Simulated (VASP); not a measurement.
ZrH3, 4 atoms in the cell. Symmetry: Pm-3m, No. 221, cubic system. Conventional cell: a = 3.084 Å, b = 3.084 Å, c = 3.084 Å, α = 90.00°, β = 90.00°, γ = 90.00°. Within 2.9 Å of Zr (site symmetry m-3m) lie 12 H at 2.18 Å. H (site symmetry 4/mmm) has 4 Zr at 2.18 Å and 8 H at 2.18 Å within 2.9 Å. 

| Property | Result |
| --- | --- |
| Program | VASP 6.6.1 |
| Task | single point |
| Functional | PBEsol |
| Potentials or basis | VASP PAW PBE potentials, release 64 (Zr_sv, H) |
| Cutoff | 520 eV |
| k mesh | 7 × 7 × 7 |
| Occupations | fermi-dirac, width 0.01 eV |
| Spin | no spin polarisation |
| Dipole correction | no |
| Further INCAR settings | ALGO = Normal; EDIFF = 1e-06; NBANDS = 16 |

Potentials or basis: VASP PAW PBE potentials, release 64 (Zr_sv, H).

Run with:

```console
$ cat potpaw_PBE.64/Zr_sv/POTCAR potpaw_PBE.64/H/POTCAR > POTCAR
$ mpirun -np 1 vasp_std > vasp.out
```

Hardware: 1 thread of Intel Xeon 8259CL, on a shared host.

**Question.** How long does it take, and how much memory?

**Answer.** It took 16 s on 1 thread of Intel Xeon 8259CL, with other jobs on the host, peak memory 0.14 GiB. Counts: scf iterations 13, k points 20.
